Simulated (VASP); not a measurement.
## TiC (rocksalt type): electric field gradients with PBE

The system is TiC (rocksalt type).

```
Ti C
1.0
     0.00000    2.14824    2.14824
     2.14824    0.00000    2.14824
     2.14824    2.14824    0.00000
Ti C
1 1
Cartesian
  0.0000 0.0000 0.0000
  2.1482 2.1482 2.1482
```

This cell differs from its parent crystal: volume scaled by 0.975.

| Item | Value |
| --- | --- |
| Program | VASP 6.6.1 |
| Task | electric field gradients |
| Functional | PBE |
| Potentials or basis | VASP PAW PBE potentials, release 64 (Ti_sv, C) |
| Cutoff | 520 eV |
| k mesh | 14 × 14 × 14 |
| Occupations | fermi-dirac, width 0.03 eV |
| Spin | no spin polarisation |
| Dipole correction | no |
| Further INCAR settings | ALGO = Normal; EDIFF = 1e-08; NBANDS = 15 |

```json
{
  "Pressure": "6.9 GPa",
  "Band gap on the k mesh": "zero (band 8 reaches 10.40 eV, above the bottom of band 9 at 9.29 eV)"
}
```

Levels at points of the mesh, in eV from the Fermi level:
| k point | band 5 | band 6 | band 7 | band 8 | band 9 | band 10 | band 11 | band 12 |
| --- | --- | --- | --- | --- | --- | --- | --- | --- |
| (0.00, 0.00, 0.00) | -12.51 | 0.70 | 0.70 | 0.70 | 1.71 | 1.71 | 1.71 | 1.76 |
| (0.50, 0.00, 0.00) | -8.92 | -5.95 | -2.97 | -2.97 | 3.01 | 3.01 | 4.24 | 8.35 |
| (0.50, 0.50, 0.00) | -10.21 | -3.45 | -1.69 | -0.02 | -0.02 | 2.80 | 3.63 | 3.63 |

It took 14 s on 1 thread of Intel(R) Xeon(R) 6975P-C (Granite Rapids), on a shared host, peak memory 0.16 GiB.

Caveat: without QUAD_EFG the Cq values of the log hold for a quadrupole moment of 1 mb, not for the nuclei.
